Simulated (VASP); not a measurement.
A run of VASP 6.6.1 is set up as follows.

INCAR

```
SYSTEM = In12Se11
PREC = Accurate
ENCUT = 400
EDIFF = 1E-6
ISMEAR = 0
SIGMA = 0.01
LREAL = .FALSE.
LASPH = .TRUE.
NELM = 200
ALGO = Normal
ISIF = 2
LWAVE = .FALSE.
LCHARG = .FALSE.
ISPIN = 2
MAGMOM = 0.03 0.01 0.03 0.01 0 0 0.06 0.04 0 0 0 0 0.04 0.01 0.07 0 0.02 0.01 0.01 0 0.03 0.02 0
LORBIT = 11
NUPDOWN = 1.0
GGA = PS
NELECT = 221.0
NBANDS = 132
GGA_COMPAT = .FALSE.
```

File KPOINTS:

```
Automatic mesh
0
Gamma
  1 1 1
  0.25 0.25 0.25
```

File POSCAR:

```
In12Se11
1.0
   -3.9736966564      6.8826445028      0.0000000000
  -11.9210899693      0.0000000000      0.0000000000
   -1.9868483282      1.1471074171      8.1298164551
In Se
12 11
Direct
    0.4296615513      0.3081388864      0.3298185375
    0.5219527239      0.3259149847     -0.0134358847
    0.4405475109      0.6358648319      0.3247751453
    0.5242817822      0.6546050874     -0.0211032199
    0.4132723980      0.9818082641      0.3416678042
    0.5139043393      0.9904011190      0.0010061280
    0.9002881410      0.3192612568      0.3376954509
    1.0167606976      0.3185263221     -0.0085004599
    0.9238406849      0.6440414575      0.3483476649
    1.0119019898      0.6621214926      0.0090068241
    0.9367500669      0.9667999828      0.3424943028
    1.0192876277      0.9886611383      0.0007622337
    0.2147405156      0.1143591402      0.8329164886
    0.0511880800      0.0771238032      0.5013178680
    0.2001377653      0.4560918635      0.8491825711
    0.0702891436      0.3989914348      0.4968401866
    0.2086890683      0.7846758510      0.8355204675
    0.0870646472      0.7225760735      0.5053426444
    0.7124868973      0.1148900731      0.8392438619
    0.5715786563      0.0689792538      0.4957109022
    0.7178891183      0.4487277471      0.8217635629
    0.7170896754      0.7844850067      0.8367254619
    0.5579323409      0.7341438132      0.4977388750
```

Potentials or basis: VASP PAW PBE potentials, release 64 (In_d, Se).

Run with:

```sh
$ cat potpaw_PBE.64/In_d/POTCAR potpaw_PBE.64/Se/POTCAR > POTCAR
$ mpirun -np 1 vasp_std > vasp.out
```

Question: Estimate the largest force.

Answer: 0.033 eV/Å.

Forces on the atoms (eV/Å):
```
In   0.003 -0.009 -0.002
In  -0.018  0.006  0.017
In   0.006 -0.008 -0.009
In   0.000 -0.014  0.030
In   0.006  0.010 -0.016
In   0.006 -0.002  0.013
In  -0.003  0.000  0.015
In   0.009  0.008 -0.010
In   0.010 -0.006 -0.021
In  -0.004  0.011  0.018
In   0.006 -0.008 -0.023
In  -0.003  0.003  0.021
Se   0.008 -0.009 -0.018
Se  -0.024  0.000  0.009
Se   0.008 -0.003 -0.021
Se   0.001  0.012  0.019
Se  -0.002  0.001 -0.015
Se   0.000  0.007  0.006
Se   0.013  0.001 -0.013
Se  -0.015  0.000  0.018
Se   0.010 -0.002 -0.007
Se  -0.010  0.004 -0.024
Se  -0.009 -0.002  0.013
```

Caveat: the k points lie up to 0.83 Å⁻¹ apart, too coarse for converged energies, forces and pressures; the cell carries a net charge on a neutralising background, which shifts energy and pressure; the PAW data sets were made with another functional, which shifts forces and pressure a little; the total moment is fixed, so each spin has its own Fermi level and the state may be an excited one.
